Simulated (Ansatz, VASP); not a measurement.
## CuF in VASP and in Ansatz

The input POSCAR:

```
CuF
1.0
    3.5086571413      0.0000000000      0.0000000000
   -1.7543285706      3.0385862175      0.0000000000
    0.0000000000      0.0000000000      5.0825199480
Cu F
2 2
Direct
    0.3333333333      0.6666666667      0.2500000000
    0.6666666667      0.3333333333      0.7500000000
    0.6666666667      0.3333333333      0.2500000000
    0.3333333333      0.6666666667      0.7500000000
```

File INCAR.step1:

```
  PREC = Accurate
  ENCUT = 520
  ISMEAR = -1
  SIGMA = 0.02
  LREAL = False
  LASPH = True
  NELM = 80
  NBANDS = 26
  GGA = PE
  ALGO = Normal
  EDIFF = 1E-4
  LWAVE = True
  LCHARG = False
```

File INCAR.step2:

```
  PREC = Accurate
  ENCUT = 520
  EDIFF = 1E-7
  ISMEAR = -1
  SIGMA = 0.02
  LREAL = False
  LASPH = True
  NELM = 80
  ALGO = Normal
  ISIF = 2
  LWAVE = False
  LCHARG = False
  METAGGA = R2SCAN
  LMIXTAU = True
  NBANDS = 26
  ISTART = 1
```

KPOINTS

```
regular mesh
0
Gamma
  12 12 6
```

Input for Ansatz:

```yaml
crystal:
  lattice:
    - [3.5086571413, 0.0, 0.0]
    - [-1.7543285706, 3.0385862175, 0.0]
    - [0.0, 0.0, 5.082519948]
  atoms:
    - { symbol: Cu, position: [0.3333333333, 0.6666666667, 0.25] }
    - { symbol: Cu, position: [0.6666666667, 0.3333333333, 0.75] }
    - { symbol: F, position: [0.6666666667, 0.3333333333, 0.25] }
    - { symbol: F, position: [0.3333333333, 0.6666666667, 0.75] }
kpoints:
  mp_grid: { grid: [12, 12, 6] }
  band_path:
    path:
      - [0.0, 0.0, 0.0]
      - [0.5, 0.0, 0.0]
      - [0.3333333333, 0.3333333333, 0.0]
      - [0.0, 0.0, 0.5]
      - [0.5, 0.0, 0.5]
      - [0.3333333333, 0.3333333333, 0.5]
      - [0.15, 0.0, 0.0]
    npoints: 1
hamiltonian:
  xc: r2scan
scf:
  occupations: { method: fermi_dirac, width: 0.02 }
  n_extra_bands: 5
output:
  forces: true
  stress: true
  eigenvalues: true
```

Alike in both runs: task single point; functional r2SCAN; k mesh 12 × 12 × 6; occupations fermi-dirac, width 0.02 eV; no spin polarisation.

|  | VASP | Ansatz |
| --- | --- | --- |
| version | VASP 6.6.1 | Ansatz 0.2.0 |
| potentials or method | VASP PAW PBE potentials, release 64 (Cu, F) | plane waves, PAW |
| plane-wave cutoff (eV) | 520 | 500 |
| valence electrons in the cell | 36 | 52 |

Ansatz gave:

- pressure (GPa): 0.0
- traceless stress, the component that is largest in VASP (GPa): 0.02

Question: Which values does VASP return?

Answer: Pressure (GPa): 0.2; traceless stress, the component that is largest in VASP (GPa): -0.44.

VASP's potentials were made for PBE, not for r2SCAN. VASP's potentials hold 36 valence electrons a cell and Ansatz's 52, so a difference there can come from the potentials and not from the codes.
